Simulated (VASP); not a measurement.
# Ti (P6/mmm) in VASP: single point with PBE

Aim: the single point of Ti with PBE.

Program: VASP 6.6.1. These are calculated values, not measurements. Logs are shortened: lines on timing, memory, paths and dates and some standing lists are left out, and cuts for length are marked.

### Step 1. The cell of the first run

It takes space group P6/mmm (No. 191, hexagonal). Conventional cell: a = 4.580 Å, b = 4.580 Å, c = 2.831 Å, α = 90.00°, β = 90.00°, γ = 120.00°. Within 3.5 Å of Ti (site symmetry -6m2) lie 11 Ti at 2.64 to 3.00 Å. Within 3.7 Å of Ti (site symmetry 6/mmm) lie 14 Ti at 2.83 to 3.00 Å.

### Step 2. Single point, PBE

INCAR reads:

```
SYSTEM = Ti
  PREC = Accurate
  ENCUT = 520
  EDIFF = 1E-6
  ISMEAR = -1
  SIGMA = 0.05
  LREAL = .FALSE.
  LASPH = .TRUE.
  NELM = 80
  ALGO = Fast
  ISIF = 2
  LWAVE = .FALSE.
  LCHARG = .FALSE.
  GGA = PE
  NBANDS = 25
```

KPOINTS reads:

```
Automatic mesh
0
G
  7 7 9
  0 0 0
```

POSCAR reads:

```
Ti
1.0
    4.5796566102      0.0000000000      0.0000000000
   -2.2898283051      3.9660989651      0.0000000000
    0.0000000000      0.0000000000      2.8314517179
Ti
3
Direct
    0.6666666667      0.3333333333      0.5000000000
    0.3333333333      0.6666666667      0.5000000000
    0.0000000000      0.0000000000      0.0000000000
```

Potentials or basis: VASP PAW PBE potentials, release 64 (Ti_sv).

Launch:

```console
cat potpaw_PBE.64/Ti_sv/POTCAR > POTCAR
mpirun -np 1 vasp_std > vasp.out
```

OUTCAR:

```text
SYSTEM = Ti
   PREC = Accurate
   ENCUT = 520
   EDIFF = 1E-6
   ISMEAR = -1
   LREAL = .FALSE.
   LASPH = .TRUE.
   NELM = 80
   ISIF = 2
   GGA = PE

 ion  position               nearest neighbor table
   1  0.667  0.333  0.500-   2 2.64   2 2.64   2 2.64
   2  0.333  0.667  0.500-   1 2.64   1 2.64   1 2.64
   3  0.000  0.000  0.000-

  LATTYP: Found a hexagonal cell.
 ALAT       =     4.5796566102
 C/A-ratio  =     0.6182672543

  Lattice vectors:

 A1 = (   4.5796566102,   0.0000000000,   0.0000000000)
 A2 = (  -2.2898283051,   3.9660989651,   0.0000000000)
 A3 = (   0.0000000000,   0.0000000000,   2.8314517179)

Analysis of symmetry for initial positions (statically):
=====================================================================
 Subroutine PRICEL returns:
 Original cell was already a primitive cell.

 Routine SETGRP: Setting up the symmetry group for a
 hexagonal supercell.

 Subroutine GETGRP returns: Found 24 space group operations
 (whereof 24 operations were pure point group operations)
 out of a pool of 24 trial point group operations.

The static configuration has the point symmetry D_6h.

Analysis of symmetry for dynamics (positions and initial velocities):
=====================================================================
 Subroutine PRICEL returns:
 Original cell was already a primitive cell.

 Routine SETGRP: Setting up the symmetry group for a
 hexagonal supercell.

 Subroutine GETGRP returns: Found 24 space group operations
 (whereof 24 operations were pure point group operations)
 out of a pool of 24 trial point group operations.

The dynamic configuration has the point symmetry D_6h.

 Subroutine INISYM returns: Found 24 space group operations
 (whereof 24 operations are pure point group operations),
 and found     1 'primitive' translations

----------------------------------------------------------------------------------------

                                     Primitive cell

  volume of cell :      51.4287

  direct lattice vectors                    reciprocal lattice vectors
     4.579656610  0.000000000  0.000000000     0.218356983  0.126068463  0.000000000
    -2.289828305  3.966098965  0.000000000     0.000000000  0.252136926  0.000000000
     0.000000000  0.000000000  2.831451718     0.000000000  0.000000000  0.353175720

  length of vectors
     4.579656610  4.579656610  2.831451718     0.252136926  0.252136926  0.353175720

  position of ions in fractional coordinates (direct lattice)
     0.666666667  0.333333333  0.500000000
     0.333333333  0.666666667  0.500000000
     0.000000000  0.000000000  0.000000000

  ion indices of the primitive-cell ions
   primitive index   ion index
                 1           1
                 2           2
                 3           3

----------------------------------------------------------------------------------------

 KPOINTS: Automatic mesh

Automatic generation of k-mesh.
 Grid dimensions read from file:
 generate k-points for:    7    7    9

 Generating k-lattice:

  Cartesian coordinates                     Fractional coordinates (reciprocal lattice)
     0.031193855  0.018009780  0.000000000     0.142857143 -0.000000000  0.000000000
     0.000000000  0.036019561  0.000000000     0.000000000  0.142857143  0.000000000
     0.000000000  0.000000000  0.039241747     0.000000000  0.000000000  0.111111111

  Length of vectors
     0.036019561  0.036019561  0.039241747

  Shift w.r.t. Gamma in fractional coordinates (k-lattice)
     0.000000000  0.000000000  0.000000000

 Subroutine IBZKPT returns following result:
 ===========================================

 Found     40 irreducible k-points:

 Following reciprocal coordinates:
            Coordinates               Weight
  0.000000  0.000000  0.000000      1.000000
  0.142857 -0.000000  0.000000      6.000000
  0.285714 -0.000000  0.000000      6.000000
  0.428571 -0.000000  0.000000      6.000000
  0.142857  0.142857  0.000000      6.000000
  0.285714  0.142857  0.000000     12.000000
[... 16 lines left out ...]
  0.428571  0.142857  0.222222     12.000000
  0.285714  0.285714  0.222222     12.000000
 [... further k-points ...]
   k-points           NKPTS =     40   k-points in BZ     NKDIM =     40   number of bands    NBANDS=     25
   number of dos      NEDOS =    301   number of ions     NIONS =      3
   total plane-waves  NPLWV =  31104
   dimension x,y,z NGX =    36 NGY =   36 NGZ =   24
   dimension x,y,z NGXF=    72 NGYF=   72 NGZF=   48
   ions per type =               3
   NGX,Y,Z   is equivalent  to a cutoff of  13.07, 13.07, 14.09 a.u.
   NGXF,Y,Z  is equivalent  to a cutoff of  26.14, 26.14, 28.18 a.u.
 SYSTEM =  Ti
   PREC   = accura    normal or accurate (medium, high low for compatibility)
   ISTART =      0    job   : 0-new  1-cont  2-samecut
   ICHARG =      2    charge: 1-file 2-atom 10-const
   ISPIN  =      1    spin polarized calculation?
   LNONCOLLINEAR =      F non collinear calculations
   LSORBIT =      F    spin-orbit coupling
   LASPH  =      T    aspherical Exc in radial PAW
   ENCUT  =  520.0 eV  38.22 Ry    6.18 a.u.   8.52  8.52  5.26*2*pi/ulx,y,z
   NELM   =     80;   NELMIN=  2; NELMDL= -5     # of ELM steps
   EDIFF  = 0.1E-05   stopping-criterion for ELM
   LREAL  =      F    real-space projection
   EDIFFG = 0.1E-04   stopping-criterion for IOM
   NSW    =      0    number of steps for IOM
   IBRION =     -1    ionic relax: 0-MD 1-quasi-New 2-CG
   NFREE  =      0    steps in history (QN), initial steepest desc. (CG)
   ISIF   =      2    stress and relaxation
   ISYM   =      2    0-nonsym 1-usesym 2-fastsym
   POTIM  = 0.5000    time-step for ionic-motion
   TEBEG  =    0.0;   TEEND  =   0.0 temperature during run
   PSTRESS=    0.0 pullay stress
   NELECT =      36.0000    total number of electrons
   NUPDOWN=      -1.0000    fix difference up-down
   EMIN   =  10.00;   EMAX   =-10.00  energy-range for DOS
   EFERMI =   0.00;   METHOD = LEGACY
   ISMEAR =    -1;   SIGMA  =   0.05  broadening in eV -4-tet -1-fermi 0-gaus
   EFERMI_NEDOS =   21; number of points for ismear=-14 and -15
   IALGO  =     68    algorithm
   IMIX   =      4    mixing-type and parameters
     AMIX     =   0.40;   BMIX     =  1.00
     AMIX_MAG =   1.60;   BMIX_MAG =  1.00
  volume/ion in A,a.u.               =      17.14       115.69
  Fermi-wavevector in a.u.,A,eV,Ry     =   1.453585  2.746878 28.747880  2.112910
  Thomas-Fermi vector in A             =   2.570835
   LORBIT       =      0    0 simple, 1 ext, 2 COOP (PROOUT), +10 PAW based schemes
   GGA     = PE    functional components
   LHFCALC =     F    Hartree Fock is set to
   AEXX    =    0.0000 exact exchange contribution
   IVDW    =     0    specifies the selected vdW correction
   LEPSILON=     F    determine dielectric tensor
   LRPA    =     F    only Hartree local field effects (RPA)
 non-spin polarized calculation
 RMM-DIIS sequential band-by-band and
  energy-cutoff  :      520.00
  volume of cell :       51.43
 maximum number of plane-waves:      1414
 NGX is ok and might be reduce to    36
   NGX = 17   NGY = 17   NGZ = 11

 number of electron      35.9999985 magnetization

 Free energy of the ion-electron system (eV)
  ---------------------------------------------------
  ext. energy  EPLUGINS =         0.00000000
  ---------------------------------------------------
  free energy    TOTEN  =       -23.53487134 eV

  energy without entropy =      -23.51271014  energy(sigma->0) =      -23.52379074

 E-fermi :   8.3575     XC(G=0): -11.5589

 val. band max:        8.3533288468   @ k =   0.4286   0.1429   0.3333
 cond. band min:       8.3890176287   @ k =   0.2857   0.1429   0.0000
 fundamental gap:      0.0356887820
 Fermi energy:         8.3574629831

 k-point     1 :       0.0000    0.0000    0.0000
  band No.  band energies     occupation
      1     -48.5265      2.00000
      2     -48.2679      2.00000
      3     -48.1056      2.00000
      4     -24.8397      2.00000
      5     -24.8397      2.00000
      6     -24.7304      2.00000
[... 17 lines left out ...]
     24      10.2432      0.00000
     25      10.2733      0.00000

 k-point     2 :       0.1429   -0.0000    0.0000
  band No.  band energies     occupation
      1     -48.5239      2.00000
      2     -48.2629      2.00000
      3     -48.1134      2.00000
      4     -24.8906      2.00000
      5     -24.8736      2.00000
      6     -24.6786      2.00000
[... 17 lines left out ...]
     24       9.9184      0.00000
     25      10.6978      0.00000

 k-point     3 :       0.2857   -0.0000    0.0000
  band No.  band energies     occupation
      1     -48.5183      2.00000
      2     -48.2481      2.00000
      3     -48.1345      2.00000
      4     -24.9562      2.00000
      5     -24.8742      2.00000
      6     -24.6109      2.00000
[... 17 lines left out ...]
     24      10.2602      0.00000
     25      11.0742      0.00000

 k-point     4 :       0.4286   -0.0000    0.0000
  band No.  band energies     occupation
      1     -48.5141      2.00000
      2     -48.2284      2.00000
      3     -48.1588      2.00000
      4     -24.9941      2.00000
      5     -24.8261      2.00000
      6     -24.5929      2.00000
[... 17 lines left out ...]
     24      10.6119      0.00000
     25      10.8280      0.00000
[... 477 lines left out ...]
 k-point    22 :       0.2857    0.1429    0.2222
  band No.  band energies     occupation
      1     -48.4920      2.00000
      2     -48.2116      2.00000
      3     -48.1307      2.00000
      4     -24.8968      2.00000
      5     -24.8444      2.00000
      6     -24.7051      2.00000
[... 17 lines left out ...]
     24      10.5288      0.00000
     25      10.8426      0.00000

 k-point    23 :       0.4286    0.1429    0.2222
  band No.  band energies     occupation
      1     -48.4908      2.00000
      2     -48.1954      2.00000
      3     -48.1482      2.00000
      4     -24.9077      2.00000
      5     -24.8179      2.00000
      6     -24.7443      2.00000
[... 17 lines left out ...]
     24      10.7434      0.00000
     25      10.9636      0.00000

 k-point    24 :       0.2857    0.2857    0.2222
  band No.  band energies     occupation
      1     -48.4906      2.00000
      2     -48.1880      2.00000
      3     -48.1559      2.00000
      4     -24.8647      2.00000
      5     -24.8414      2.00000
      6     -24.7833      2.00000
[... 17 lines left out ...]
     24      10.9239      0.00000
     25      10.9428      0.00000

 [... further k-points ...]
[... 5 lines left out ...]
  --------------------------------------------------------------------------------------
  -------------------------------------------------------------------------------------
  Total       -0.0876208     -0.0876208     -0.0991923      0.0000000      0.0000000     -0.0000000
  in kB       -2.7296825     -2.7296825     -3.0901743      0.0000000      0.0000000     -0.0000000
  external PRESSURE =      -2.8498465 kB  Pullay stress =       0.0000000 kB

 VOLUME and BASIS-vectors are now :
 -----------------------------------------------------------------------------
  energy-cutoff  :      520.00
  volume of cell :       51.43
      direct lattice vectors                 reciprocal lattice vectors
     4.579656610  0.000000000  0.000000000     0.218356983  0.126068463  0.000000000
    -2.289828305  3.966098965  0.000000000     0.000000000  0.252136926  0.000000000
     0.000000000  0.000000000  2.831451718     0.000000000  0.000000000  0.353175720

 POSITION                                       TOTAL-FORCE (eV/Angst)
 -----------------------------------------------------------------------------------
      2.28983      1.32203      1.41573        -0.000000      0.000000      0.000000
     -0.00000      2.64407      1.41573         0.000000      0.000000     -0.000000
      0.00000      0.00000      0.00000         0.000000      0.000000      0.000000
 -----------------------------------------------------------------------------------
    total drift:                                0.000000      0.000000     -0.000000

  FREE ENERGIE OF THE ION-ELECTRON SYSTEM (eV)
  ---------------------------------------------------
  free  energy   TOTEN  =       -23.5348713423 eV

  energy  without entropy=      -23.5127101360  energy(sigma->0) =      -23.52379074
```

Run time: 3.4 min. Hardware: 1 thread of Intel Xeon Platinum 8259CL at 2.50GHz (Skylake/Cascade Lake), shared host; peak memory 0.19 GiB.

What came out:

```yaml
Free_energy: -23.5349 eV
Pressure: -0.3 GPa
Band_gap_on_the_k_mesh: zero (band 18 reaches 8.55 eV, above the bottom of band 19 at 8.29 eV)
```
